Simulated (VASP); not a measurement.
The system is Li2S.

```
Li S
1.0
     0.00000    2.84529    2.84529
     2.84529    0.00000    2.84529
     2.84529    2.84529    0.00000
Li S
2 1
Direct
  0.25000 0.25000 0.25000
  0.75000 0.75000 0.75000
  0.00000 0.00000 0.00000
```

Base run:

- Program: VASP 6.6.1
- Functional: PBE
- Potentials or basis: VASP PAW PBE potentials, release 64 (Li_sv, S)
- Cutoff: 750 eV
- k mesh: 6 × 6 × 6
- Occupations: gaussian, width 0.01 eV
- Spin: no spin polarisation

Its results: band gap on the k mesh 3.39 eV (least direct gap 4.29 eV); pressure 0.2 GPa.

Question: After a change of settings the same cell gave: band gap on the k mesh 4.12 eV (least direct gap 4.28 eV); pressure 0.5 GPa. Which change was it?
A. functional from PBE to PBE-based screened hybrid with 50 % exact exchange; cutoff from 750 eV to 650 eV; k mesh from 6 × 6 × 6 to 4 × 4 × 4
B. k mesh from 6 × 6 × 6 to 3 × 3 × 3
C. functional from PBE to r2SCAN; cutoff from 750 eV to 830 eV
D. k mesh from 6 × 6 × 6, through Γ to 6 × 6 × 6, shifted; further incar settings from ALGO = Normal; EDIFF = 1e-06; NBANDS = 13 to ALGO = Normal; EDIFF = 1e-06; NBANDS = 13; ISYM = 0

Answer: B.

Caveats: some runs use coarse meshes; an odd mesh through Γ misses points on the zone boundary, where band edges can lie (at least some runs).
